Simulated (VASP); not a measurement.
Input of a VASP 6.6.1 run:

Contents of INCAR:

```
PREC = Accurate ; ENCUT = 520
EDIFF = 1E-6 ; ISMEAR = 0
SIGMA = 0.028999999999999998 ; LREAL = F
LASPH = T ; NELM = 80
ALGO = Normal ; ISIF = 2
LWAVE = F ; LCHARG = T
GGA = PE ; LELF = T
LVHAR = T ; NBANDS = 18
```

File KPOINTS:

```
regular mesh
0
Gamma
  12 12 12
```

POSCAR

```
Si2W
1.0
   -1.6069000000      1.6069000000      3.9149500000
    1.6069000000     -1.6069000000      3.9149500000
    1.6069000000      1.6069000000     -3.9149500000
W Si
1 2
Direct
    0.0000000000      0.0000000000      0.0000000000
    0.6653000000      0.6653000000      0.0000000000
    0.3347000000      0.3347000000      0.0000000000
```

Potentials or basis: VASP PAW PBE potentials, release 64 (W_sv, Si).

Run with:

```sh
$ cat potpaw_PBE.64/W_sv/POTCAR potpaw_PBE.64/Si/POTCAR > POTCAR
$ mpirun -np 1 vasp_std > vasp.out
```

Task: Predict the band gap on the k mesh.

Result: Zero (band 11 reaches 12.70 eV, above the bottom of band 12 at 11.40 eV).

Task: Predict the pressure.

Result: 3.3 GPa.

Forces in eV/Å, atoms in the order of the input:
```
W    0.000  0.000  0.000
Si   0.000  0.000  0.084
Si   0.000  0.000 -0.084
```

Caveat: spin-orbit coupling is left out, which moves the levels of the heavy elements.
